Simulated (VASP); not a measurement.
# Pt in VASP: a series of runs, part 3 of 3

VASP 6.6.1. Earlier steps stand in the parts before.

## (5) Single point, PBEsol

This run uses another cell than the first one, of 15.03 Å³/atom.

The input, INCAR:

```
ALGO = Fast ; EDIFF = 1E-6
ENCUT = 520 ; GGA = PS
ISIF = 2 ; ISMEAR = 1
LASPH = T ; LCHARG = T
LELF = T ; LREAL = F
LVHAR = T ; LWAVE = F
NBANDS = 22 ; NELM = 60
PREC = Accurate ; SIGMA = 0.1
```

The input, KPOINTS:

```
k-points
0
Gamma
  18 18 8
```

The input, POSCAR:

```
Pt
1.0
    2.7698686515      0.0000000000      0.0000000000
   -1.3849343258      2.3987766174      0.0000000000
    0.0000000000      0.0000000000      6.7872382639
Pt
3
Direct
    0.0000000000      0.0000000000      0.0000000000
    0.3333333333      0.6666666667      0.3333333333
    0.6666666667      0.3333333333      0.6666666667
```

On the command line:

```
$ cat potpaw_PBE.64/Pt/POTCAR > POTCAR
$ mpirun -np 1 vasp_std > vasp.out
```

Wall time 6.1 min (1 thread of AMD EPYC 7R43 (Zen 3), shared host); peak memory 0.29 GiB.

Results (log left out):

```yaml
Free_energy: -20.8854 eV
Pressure: -0.4 GPa
Band_gap_on_the_k_mesh: zero (bands 15 and 16 overlap by 1.96 eV)
```

Levels at points of the mesh, in eV from the Fermi level:
| k point | band 11 | band 12 | band 13 | band 14 | band 15 | band 16 | band 17 | band 18 | band 19 | band 20 |
| --- | --- | --- | --- | --- | --- | --- | --- | --- | --- | --- |
| (0.00, 0.00, 0.00) | -3.35 | -3.35 | -1.63 | -1.63 | -0.83 | -0.83 | -0.83 | -0.83 | 10.29 | 10.29 |
| (0.50, 0.00, 0.00) | 0.02 | 0.11 | 0.11 | 0.50 | 0.50 | 1.70 | 2.45 | 2.45 | 6.44 | 6.44 |
| (0.00, 0.00, 0.50) | -3.49 | -1.74 | -1.74 | -1.74 | -1.74 | -0.56 | 0.05 | 0.05 | 5.82 | 14.17 |
| (0.50, 0.00, 0.50) | -1.16 | -0.56 | 0.05 | 0.05 | 0.26 | 0.26 | 3.02 | 3.02 | 5.83 | 8.43 |

Caveat: the PAW data sets were made with another functional, which shifts forces and pressure a little; spin-orbit coupling is left out, which moves the levels of the heavy elements.

## (6) Single point, PBEsol

This run uses another cell than the first one, of 15.14 Å³/atom.

The input, INCAR:

```
PREC = Accurate
ENCUT = 520
EDIFF = 1E-6
ISMEAR = 1
SIGMA = 0.1
LREAL = False
LASPH = True
NELM = 100
ALGO = Fast
ISIF = 2
LWAVE = False
LCHARG = False
GGA = PS
NBANDS = 22
```

The input, KPOINTS:

```
regular mesh
0
Gamma
  18 18 8
```

The input, POSCAR:

```
Pt
1.0
    2.7975673380      0.0000000000      0.0000000000
   -1.3987836690      2.4227643836      0.0000000000
    0.0000000000      0.0000000000      6.7031928954
Pt
3
Direct
    0.0000000000      0.0000000000      0.0000000000
    0.3333333333      0.6666666667      0.3333333333
    0.6666666667      0.3333333333      0.6666666667
```

Potentials or basis: VASP PAW PBE potentials, release 64 (Pt).

On the command line:

```
$ cat potpaw_PBE.64/Pt/POTCAR > POTCAR
$ mpirun -np 1 vasp_std > vasp.out
```

OUTCAR:

```text
PREC = Accurate
   ENCUT = 520
   EDIFF = 1E-6
   ISMEAR = 1
   LREAL = False
   LASPH = True
   NELM = 100
   ISIF = 2
   GGA = PS

 ion  position               nearest neighbor table
   1  0.000  0.000  0.000-   2 2.76   3 2.76   3 2.76   2 2.76   3 2.76   2 2.76
   2  0.333  0.667  0.333-   1 2.76   1 2.76   1 2.76   3 2.76   3 2.76   3 2.76
   3  0.667  0.333  0.667-   1 2.76   1 2.76   1 2.76   2 2.76   2 2.76   2 2.76

  LATTYP: Found a hexagonal cell.
 ALAT       =     2.7975673380
 C/A-ratio  =     2.3960791951

  Lattice vectors:

 A1 = (   2.7975673380,   0.0000000000,   0.0000000000)
 A2 = (  -1.3987836690,   2.4227643836,   0.0000000000)
 A3 = (   0.0000000000,   0.0000000000,   6.7031928954)

Analysis of symmetry for initial positions (statically):
=====================================================================
 Subroutine PRICEL returns following result:

  LATTYP: Found a trigonal (rhomboedric) cell.
 ALAT       =     2.7570504376
 COS(alpha) =     0.4851962760

  Lattice vectors:

 A1 = (   1.3987836687,   0.8075881280,  -2.2343976322)
 A2 = (   0.0000000001,  -1.6151762558,  -2.2343976316)
 A3 = (  -1.3987836689,   0.8075881278,  -2.2343976316)

   3 primitive cells build up your supercell.

 Routine SETGRP: Setting up the symmetry group for a
 hexagonal supercell.

 Subroutine GETGRP returns: Found 12 space group operations
 (whereof 12 operations were pure point group operations)
 out of a pool of 24 trial point group operations.

The static configuration has the point symmetry D_3d.

Analysis of symmetry for dynamics (positions and initial velocities):
=====================================================================
 Subroutine PRICEL returns following result:

[... 130 lines left out ...]
   EMIN   =  10.00;   EMAX   =-10.00  energy-range for DOS
   EFERMI =   0.00;   METHOD = LEGACY
   ISMEAR =     1;   SIGMA  =   0.10  broadening in eV -4-tet -1-fermi 0-gaus
   EFERMI_NEDOS =   21; number of points for ismear=-14 and -15
   IALGO  =     68    algorithm
   IMIX   =      4    mixing-type and parameters
     AMIX     =   0.40;   BMIX     =  1.00
     AMIX_MAG =   1.60;   BMIX_MAG =  1.00
  volume/ion in A,a.u.               =      15.14       102.20
  Fermi-wavevector in a.u.,A,eV,Ry     =   1.425577  2.693950 27.650720  2.032271
  Thomas-Fermi vector in A             =   2.545947
   LORBIT       =      0    0 simple, 1 ext, 2 COOP (PROOUT), +10 PAW based schemes
   GGA     = PS    functional components
   LHFCALC =     F    Hartree Fock is set to
   AEXX    =    0.0000 exact exchange contribution
   IVDW    =     0    specifies the selected vdW correction
   LEPSILON=     F    determine dielectric tensor
   LRPA    =     F    only Hartree local field effects (RPA)
 non-spin polarized calculation
 RMM-DIIS sequential band-by-band and
 Methfessel and Paxton  Order N= 1 SIGMA  =   0.10
  energy-cutoff  :      520.00
  volume of cell :       45.43
 maximum number of plane-waves:      1242
 NGX is ok and might be reduce to    24
   NGX = 11   NGY = 11   NGZ = 25

 number of electron      29.9999999 magnetization

 Free energy of the ion-electron system (eV)
  ---------------------------------------------------
  ext. energy  EPLUGINS =         0.00000000
  ---------------------------------------------------
  free energy    TOTEN  =       -20.87637527 eV

  energy without entropy =      -20.87511846  energy(sigma->0) =      -20.87595633

 E-fermi :  11.0126     XC(G=0): -13.6029

 val. band max:       11.0121201191   @ k =   0.3333   0.2222   0.3750
 cond. band min:      11.0134437357   @ k =   0.2778   0.1111   0.1250
 fundamental gap:      0.0013236165
 Fermi energy:        11.0125926729

 k-point     1 :       0.0000    0.0000    0.0000
  band No.  band energies     occupation
      1       0.7667      2.00000
      2       3.5984      2.00000
      3       3.5984      2.00000
      4       7.1366      2.00000
      5       7.1366      2.00000
      6       7.4133      2.00000
[... 589 lines left out ...]
     21      19.3284      0.00000
     22      22.0595      0.00000

 [... further k-points ...]

------------------------ aborting loop because EDIFF is reached ----------------------------------------

  FORCE on cell =-STRESS in cart. coord.  units (eV):
  Direction    XX          YY          ZZ          XY          YZ          ZX
  --------------------------------------------------------------------------------------
  -------------------------------------------------------------------------------------
  Total       -0.9548812     -0.9548812     -0.1152193      0.0000000      0.0000000      0.0000000
  in kB      -33.6733608    -33.6733608     -4.0631438      0.0000000      0.0000000      0.0000000
  external PRESSURE =     -23.8032884 kB  Pullay stress =       0.0000000 kB

 VOLUME and BASIS-vectors are now :
 -----------------------------------------------------------------------------
  energy-cutoff  :      520.00
  volume of cell :       45.43
      direct lattice vectors                 reciprocal lattice vectors
     2.797567338  0.000000000  0.000000000     0.357453415  0.206375826  0.000000000
    -1.398783669  2.422764384  0.000000000     0.000000000  0.412751651  0.000000000
     0.000000000  0.000000000  6.703192895     0.000000000  0.000000000  0.149182638

 POSITION                                       TOTAL-FORCE (eV/Angst)
 -----------------------------------------------------------------------------------
      0.00000      0.00000      0.00000        -0.000000     -0.000000     -0.000000
     -0.00000      1.61518      2.23440        -0.000000      0.000000      0.000000
      1.39878      0.80759      4.46880         0.000000     -0.000000     -0.000000
 -----------------------------------------------------------------------------------
    total drift:                               -0.000000      0.000000     -0.000000

  FREE ENERGIE OF THE ION-ELECTRON SYSTEM (eV)
  ---------------------------------------------------
  free  energy   TOTEN  =       -20.8763752652 eV

  energy  without entropy=      -20.8751184585  energy(sigma->0) =      -20.87595633
```

OSZICAR:

```text
N       E                     dE             d eps       ncg     rms          rms(c)
DAV:   1     0.172510873944E+03    0.17251E+03   -0.15268E+04 11904   0.131E+03
DAV:   2    -0.180480119098E+02   -0.19056E+03   -0.17830E+03 12678   0.290E+02
DAV:   3    -0.222178739786E+02   -0.41699E+01   -0.41005E+01 13800   0.428E+01
[... 11 lines left out ...]
RMM:  15    -0.208764053552E+02    0.18999E-04   -0.50803E-06 11075   0.170E-02    0.147E-01
RMM:  16    -0.208763868847E+02    0.18471E-04   -0.82776E-06 12168   0.217E-02    0.842E-02
RMM:  17    -0.208763785234E+02    0.83612E-05   -0.57322E-06 11866   0.179E-02    0.393E-02
RMM:  18    -0.208763759735E+02    0.25499E-05   -0.20505E-06  6763   0.106E-02    0.147E-02
RMM:  19    -0.208763752652E+02    0.70826E-06   -0.53654E-07  6548   0.531E-03
   1 F= -.20876375E+02 E0= -.20875956E+02  d E =-.125681E-02
```

Run time: 5.5 min. Hardware: 1 thread of AMD EPYC 7R43 (Zen 3), shared host; peak memory 0.29 GiB.

Results:

```yaml
Free_energy: -20.8764 eV
Pressure: -2.4 GPa
Band_gap_on_the_k_mesh: zero (bands 15 and 16 overlap by 2.01 eV)
```

Stress tensor (GPa, compression positive):
```
-3.37  0.00  0.00
 0.00 -3.37  0.00
 0.00  0.00 -0.41
```

Caveat: the PAW data sets were made with another functional, which shifts forces and pressure a little; spin-orbit coupling is left out, which moves the levels of the heavy elements.

## (7) Single point, PBEsol

This run uses another cell than the first one, of 15.20 Å³/atom.

The input, INCAR:

```
  PREC = Accurate
  ENCUT = 520
  EDIFF = 1E-7
  ISMEAR = 1
  SIGMA = 0.1
  LREAL = False
  LASPH = True
  NELM = 60
  ALGO = Fast
  ISIF = 2
  LWAVE = False
  LCHARG = True
  GGA = PS
  LELF = True
  LVHAR = True
  NBANDS = 22
```

KPOINTS is that of step 6.

The input, POSCAR:

```
Pt
1.0
    2.7975673381      0.0000000000      0.0000000000
   -1.3987836690      2.4227643835      0.0000000000
    0.0000000000      0.0000000000      6.7261531195
Pt
3
Direct
    0.0000000000      0.0000000000      0.0000000000
    0.3333333333      0.6666666667      0.3333333333
    0.6666666667      0.3333333333      0.6666666667
```

On the command line:

```
$ cat potpaw_PBE.64/Pt/POTCAR > POTCAR
$ mpirun -np 1 vasp_std > vasp.out
```

It took 6.6 min on 1 thread of AMD EPYC 7R43 (Zen 3), shared host; peak memory 0.29 GiB.

The run converged. Its results:

```
Free energy            : -20.8755 eV
Pressure               : -3.4 GPa
Band gap on the k mesh : zero (bands 15 and 16 overlap by 2.00 eV)
```

Stress tensor (GPa, compression positive):
```
-4.18  0.00  0.00
 0.00 -4.18  0.00
 0.00  0.00 -1.75
```

Levels at points of the mesh, in eV from the Fermi level:
```
           k point  band 11  band 12  band 13  band 14  band 15  band 16  band 17  band 18  band 19  band 20
(0.00, 0.00, 0.00)    -3.22    -3.22    -1.60    -1.60    -0.85    -0.85    -0.85    -0.85    10.56    10.56
(0.50, 0.00, 0.00)     0.01     0.03     0.03     0.47     0.50     1.73     2.40     2.40     6.35     6.35
(0.00, 0.00, 0.50)    -3.44    -1.77    -1.77    -1.77    -1.77    -0.35     0.09     0.09     6.01    14.06
(0.50, 0.00, 0.50)    -1.16    -0.57    -0.04     0.10     0.19     0.19     2.93     2.93     5.66     8.46
```

Caveat: the cell stands under tension; the PAW data sets were made with another functional, which shifts forces and pressure a little; spin-orbit coupling is left out, which moves the levels of the heavy elements.

## (8) The runs side by side

```csv
task,cell,cutoff (eV),gap on the mesh (eV),pressure (GPa)
relaxation of cell and atoms,"relaxed from a = 2.775, b = 2.775, c = 6.797 Å, angles 90.0, 90.0, 120.0°, 3 atoms",600,none,0.0
single point,"a = 2.742, b = 2.742, c = 6.848 Å, angles 90.0, 90.0, 120.0°, 3 atoms",520,none,3.0
single point,"a = 2.742, b = 2.742, c = 6.878 Å, angles 90.0, 90.0, 120.0°, 3 atoms",520,none,1.8
single point,"a = 2.770, b = 2.770, c = 6.787 Å, angles 90.0, 90.0, 120.0°, 3 atoms",520,none,-0.4
single point,"a = 2.798, b = 2.798, c = 6.703 Å, angles 90.0, 90.0, 120.0°, 3 atoms",520,none,-2.4
single point,"a = 2.798, b = 2.798, c = 6.726 Å, angles 90.0, 90.0, 120.0°, 3 atoms",520,none,-3.4
```

Alike in all rows: level PBEsol; potentials or basis VASP PAW PBE potentials, release 64 (Pt); no spin polarisation; k mesh 18 × 18 × 8; smearing methfessel-paxton 0.1 eV.

Caveats: the PAW data sets were made with another functional, which shifts forces and pressure a little; spin-orbit coupling is left out, which moves the levels of the heavy elements; the cell stands under tension (at least some runs).

Total energies depend on the potentials used, so only differences within one code and one set of settings carry meaning.
